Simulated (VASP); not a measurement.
The system is BaHfO3.

```
Ba Hf O
1.0
     4.17705    0.00000    0.00000
     0.00000    4.17705    0.00000
     0.00000    0.00000    4.17705
Ba Hf O
1 1 3
Direct
  0.50000 0.50000 0.99800
  0.00000 0.00000 0.49799
  0.00000 0.50000 0.49801
  0.50000 0.00000 0.49801
  0.00000 0.00000 0.99800
```

Base run:

| Quantity | Value |
| --- | --- |
| Program | VASP 6.6.1 |
| Functional | r2SCAN |
| Potentials or basis | VASP PAW PBE potentials, release 64 (Ba_sv, Hf_pv, O) |
| Cutoff | 520 eV |
| k mesh | 6 × 6 × 6 |
| Occupations | gaussian, width 0.01 eV |
| Spin | no spin polarisation |

Its results: band gap on the k mesh 4.11 eV, indirect (least direct gap 4.35 eV); pressure -0.7 GPa.

Problem. The run is repeated on the same cell with these changes: functional from r2SCAN to PBE; occupations from gaussian, width 0.01 eV to fermi-dirac, width 0.02 eV. What comes out?

Solution. Band gap on the k mesh 3.58 eV, indirect (least direct gap 3.80 eV); pressure 2.9 GPa.

Caveats: spin-orbit coupling is left out, which moves the levels of the heavy elements; the PAW data sets were made with another functional, which shifts forces and pressure a little (some runs).

A k mesh can miss the band edges.
